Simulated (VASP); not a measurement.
# CoSi2 (Fm-3m) in VASP: a series of runs

The runs below take CoSi2 through electric field gradients, with PBEsol.

All numbers are computed with VASP 6.6.1; they aren't measurements. Logs are shortened: lines on timing, memory, paths and dates and some standing lists are left out, and cuts for length are marked.

## 1. The cell of the first run

The structure is cubic, space group Fm-3m (No. 225). The conventional cell has a = 5.383 Å, b = 5.383 Å, c = 5.383 Å, α = 90.00°, β = 90.00°, γ = 90.00°. Co (site symmetry m-3m) has 8 Si at 2.33 Å within 3.1 Å. Within 3.1 Å of Si (site symmetry -43m) lie 4 Co at 2.33 Å and 6 Si at 2.69 Å.

## 2. Electric field gradients, PBEsol, collinear spin, ferromagnetic start (13.00 Å³/atom)

Input file INCAR:

```
SYSTEM = CoSi2
PREC = Accurate ; ENCUT = 520
EDIFF = 1E-8 ; ISMEAR = -1
SIGMA = 0.05 ; LREAL = .FALSE.
LASPH = .TRUE. ; NELM = 150
ALGO = Normal ; ISIF = 2
LWAVE = .FALSE. ; LCHARG = .FALSE.
ISPIN = 2 ; MAGMOM = 2 0 0
LORBIT = 11 ; LMAXMIX = 4
GGA = PS ; LEFG = .TRUE.
NBANDS = 20
```

Input file KPOINTS:

```
Automatic mesh
0
G
  11 11 11
  0 0 0
```

Input file POSCAR:

```
CoSi2
1.0
    0.0000000000      2.6914120256      2.6914120256
    2.6914120256      0.0000000000      2.6914120256
    2.6914120256      2.6914120256      0.0000000000
Co Si
1 2
Direct
    0.0000000000      0.0000000000      0.0000000000
    0.2500000000      0.2500000000      0.2500000000
    0.7500000000      0.7500000000      0.7500000000
```

Potentials or basis: VASP PAW PBE potentials, release 64 (Co, Si).

Run with:

```
> cat potpaw_PBE.64/Co/POTCAR potpaw_PBE.64/Si/POTCAR > POTCAR
> mpirun -np 1 vasp_std > vasp.out
```

OUTCAR:

```text
SYSTEM = CoSi2
   PREC = Accurate
   ENCUT = 520
   EDIFF = 1E-8
   ISMEAR = -1
   LREAL = .FALSE.
   LASPH = .TRUE.
   NELM = 150
   ISIF = 2
   ISPIN = 2
   LORBIT = 11
   GGA = PS

 ion  position               nearest neighbor table
   1  0.000  0.000  0.000-   3 2.33   3 2.33   3 2.33   2 2.33   3 2.33   2 2.33   2 2.33   2 2.33

   2  0.250  0.250  0.250-   1 2.33   1 2.33   1 2.33   1 2.33   3 2.69   3 2.69   3 2.69   3 2.69
                             3 2.69   3 2.69
   3  0.750  0.750  0.750-   1 2.33   1 2.33   1 2.33   1 2.33   2 2.69   2 2.69   2 2.69   2 2.69
                             2 2.69   2 2.69

  LATTYP: Found a face centered cubic cell.
 ALAT       =     5.3828240512

  Lattice vectors:

 A1 = (   0.0000000000,   2.6914120256,   2.6914120256)
 A2 = (   2.6914120256,   0.0000000000,   2.6914120256)
 A3 = (   2.6914120256,   2.6914120256,   0.0000000000)

Analysis of symmetry for initial positions (statically):
=====================================================================
 Subroutine PRICEL returns:
 Original cell was already a primitive cell.

 Routine SETGRP: Setting up the symmetry group for a
 face centered cubic supercell.

 Subroutine GETGRP returns: Found 48 space group operations
 (whereof 48 operations were pure point group operations)
 out of a pool of 48 trial point group operations.

The static configuration has the point symmetry O_h .

Analysis of symmetry for dynamics (positions and initial velocities):
=====================================================================
 Subroutine PRICEL returns:
 Original cell was already a primitive cell.

 Routine SETGRP: Setting up the symmetry group for a
 face centered cubic supercell.

 Subroutine GETGRP returns: Found 48 space group operations
 (whereof 48 operations were pure point group operations)
 out of a pool of 48 trial point group operations.

The dynamic configuration has the point symmetry O_h .

Analysis of structural, dynamic, and magnetic symmetry:
=====================================================================
 Subroutine PRICEL returns:
 Original cell was already a primitive cell.

 Routine SETGRP: Setting up the symmetry group for a
 face centered cubic supercell.

 Subroutine GETGRP returns: Found 48 space group operations
 (whereof 48 operations were pure point group operations)
 out of a pool of 48 trial point group operations.

The overall configuration has the point symmetry O_h .

 Subroutine INISYM returns: Found 48 space group operations
 (whereof 48 operations are pure point group operations),
 and found     1 'primitive' translations

----------------------------------------------------------------------------------------

                                     Primitive cell

  volume of cell :      38.9916

  direct lattice vectors                    reciprocal lattice vectors
     0.000000000  2.691412026  2.691412026    -0.185776089  0.185776089  0.185776089
     2.691412026  0.000000000  2.691412026     0.185776089 -0.185776089  0.185776089
     2.691412026  2.691412026  0.000000000     0.185776089  0.185776089 -0.185776089

  length of vectors
     3.806231389  3.806231389  3.806231389     0.321773625  0.321773625  0.321773625

  position of ions in fractional coordinates (direct lattice)
     0.000000000  0.000000000  0.000000000
     0.250000000  0.250000000  0.250000000
     0.750000000  0.750000000  0.750000000

  ion indices of the primitive-cell ions
   primitive index   ion index
                 1           1
                 2           2
                 3           3

----------------------------------------------------------------------------------------

 KPOINTS: Automatic mesh

Automatic generation of k-mesh.
 Grid dimensions read from file:
 generate k-points for:   11   11   11

 Generating k-lattice:

[... 69 lines left out ...]
   POTIM  = 0.5000    time-step for ionic-motion
   TEBEG  =    0.0;   TEEND  =   0.0 temperature during run
   PSTRESS=    0.0 pullay stress
   NELECT =      17.0000    total number of electrons
   NUPDOWN=      -1.0000    fix difference up-down
   EMIN   =  10.00;   EMAX   =-10.00  energy-range for DOS
   EFERMI =   0.00;   METHOD = LEGACY
   ISMEAR =    -1;   SIGMA  =   0.05  broadening in eV -4-tet -1-fermi 0-gaus
   EFERMI_NEDOS =   21; number of points for ismear=-14 and -15
   IALGO  =     38    algorithm
   IMIX   =      4    mixing-type and parameters
     AMIX     =   0.40;   BMIX     =  1.00
     AMIX_MAG =   1.60;   BMIX_MAG =  1.00
  volume/ion in A,a.u.               =      13.00        87.71
  Fermi-wavevector in a.u.,A,eV,Ry     =   1.241369  2.345848 20.966542  1.540997
  Thomas-Fermi vector in A             =   2.375770
   LORBIT       =     11    0 simple, 1 ext, 2 COOP (PROOUT), +10 PAW based schemes
   GGA     = PS    functional components
   LHFCALC =     F    Hartree Fock is set to
   AEXX    =    0.0000 exact exchange contribution
   IVDW    =     0    specifies the selected vdW correction
   LEPSILON=     F    determine dielectric tensor
   LRPA    =     F    only Hartree local field effects (RPA)
 spin polarized calculation
  energy-cutoff  :      520.00
  volume of cell :       38.99
 maximum number of plane-waves:      1067
   NGX = 15   NGY = 15   NGZ = 15

 number of electron      16.9999992 magnetization       0.0001324

 number of electron      16.9999992 magnetization      -0.0000042

 Free energy of the ion-electron system (eV)
  ---------------------------------------------------
  ext. energy  EPLUGINS =         0.00000000
  ---------------------------------------------------
  free energy    TOTEN  =       -20.95383694 eV

  energy without entropy =      -20.94546196  energy(sigma->0) =      -20.94964945

 E-fermi :   9.7937     XC(G=0): -11.7874

 val. band max:        9.7822090844   @ k =  -0.2727   0.2727   0.0000
 cond. band min:       9.8044414273   @ k =   0.3636   0.1818   0.0000
 fundamental gap:      0.0222323429
 Fermi energy:         9.7936978372

 spin component 1

 k-point     1 :       0.0000    0.0000    0.0000
  band No.  band energies     occupation
      1      -3.2074      1.00000
      2       5.7810      1.00000
      3       5.7810      1.00000
      4       5.7810      1.00000
      5       7.9396      1.00000
      6       7.9396      1.00000
[... 541 lines left out ...]
     19      23.8592      0.00000
     20      25.6620      0.00000

 [... further k-points ...]

 spin component 2

 k-point     1 :       0.0000    0.0000    0.0000
  band No.  band energies     occupation
      1      -3.2074      1.00000
      2       5.7810      1.00000
      3       5.7810      1.00000
      4       5.7810      1.00000
      5       7.9396      1.00000
      6       7.9396      1.00000
[... 541 lines left out ...]
     19      23.8592      0.00000
     20      25.6620      0.00000

 [... further k-points ...]

------------------------ aborting loop because EDIFF is reached ----------------------------------------

  FORCE on cell =-STRESS in cart. coord.  units (eV):
  Direction    XX          YY          ZZ          XY          YZ          ZX
  --------------------------------------------------------------------------------------
  -------------------------------------------------------------------------------------
  Total       -1.6971386     -1.6971386     -1.6971386     -0.0000000      0.0000000      0.0000000
  in kB      -69.7360496    -69.7360496    -69.7360496     -0.0000000      0.0000000      0.0000000
  external PRESSURE =     -69.7360496 kB  Pullay stress =       0.0000000 kB

 VOLUME and BASIS-vectors are now :
 -----------------------------------------------------------------------------
  energy-cutoff  :      520.00
  volume of cell :       38.99
      direct lattice vectors                 reciprocal lattice vectors
     0.000000000  2.691412026  2.691412026    -0.185776089  0.185776089  0.185776089
     2.691412026  0.000000000  2.691412026     0.185776089 -0.185776089  0.185776089
     2.691412026  2.691412026  0.000000000     0.185776089  0.185776089 -0.185776089

 POSITION                                       TOTAL-FORCE (eV/Angst)
 -----------------------------------------------------------------------------------
      0.00000      0.00000      0.00000         0.000000      0.000000      0.000000
      1.34571      1.34571      1.34571         0.000000      0.000000      0.000000
      4.03712      4.03712      4.03712        -0.000000     -0.000000     -0.000000
 -----------------------------------------------------------------------------------
    total drift:                               -0.000000     -0.000000      0.000000

  FREE ENERGIE OF THE ION-ELECTRON SYSTEM (eV)
  ---------------------------------------------------
  free  energy   TOTEN  =       -20.9538369432 eV

  energy  without entropy=      -20.9454619642  energy(sigma->0) =      -20.94964945

 Electric field gradients (V/A^2)
---------------------------------------------------------------------
 ion       V_xx      V_yy      V_zz      V_xy      V_xz      V_yz
---------------------------------------------------------------------
   1       0.000    -0.000     0.000    -0.001    -0.001    -0.001
   2       0.000    -0.000    -0.000    -0.000    -0.000    -0.000
   3       0.000    -0.000    -0.000    -0.000    -0.000    -0.000
---------------------------------------------------------------------

 Electric field gradients after diagonalization (V/A^2)
 (convention: |V_zz| > |V_xx| > |V_yy|)
----------------------------------------------------------------------
 ion       V_xx      V_yy      V_zz     asymmetry (V_yy - V_xx)/ V_zz
----------------------------------------------------------------------
   1       0.001     0.001    -0.002       0.000
   2       0.000     0.000    -0.000       0.000
   3       0.000     0.000    -0.000       0.000
----------------------------------------------------------------------

           NMR quadrupolar parameters

 Cq : quadrupolar parameter    Cq=e*Q*V_zz/h
 eta: asymmetry parameters     (V_yy - V_xx)/ V_zz
 Q  : nuclear electric quadrupole moment in mb (millibarn)
----------------------------------------------------------------------
 ion       Cq(MHz)       eta       Q (mb)
----------------------------------------------------------------------
   1      -0.000       0.000       1.000
   2      -0.000       0.000       1.000
   3      -0.000       0.000       1.000
----------------------------------------------------------------------

 total charge

# of ion       s       p       d       tot
------------------------------------------
    1        0.535   0.704   7.586   8.825
    2        0.717   0.861   0.000   1.578
    3        0.717   0.861   0.000   1.578
--------------------------------------------------
tot          1.969   2.427   7.586  11.982

 magnetization (x)

# of ion       s       p       d       tot
------------------------------------------
    1       -0.000  -0.000  -0.000  -0.000
    2        0.000   0.000   0.000   0.000
    3        0.000   0.000   0.000   0.000
--------------------------------------------------
tot         -0.000   0.000  -0.000  -0.000
```

Wall time 2.1 min (1 thread of Intel Xeon Platinum 8259CL at 2.50GHz (Skylake/Cascade Lake), shared host); peak memory 0.21 GiB.

Results:

```yaml
Free_energy: -20.9538 eV
Pressure: -7.0 GPa
Net_moment: 0.00 μB per cell
Largest_electric_field_gradient_by_atom: zero within the noise of the run
Valence_electrons_inside_the_program's_atomic_spheres: Co 8.82; Si 1.58
```

Caveat: the cell stands under tension; the PAW data sets were made with another functional, which shifts forces and pressure a little.

(Continued in part 2 of 2.)
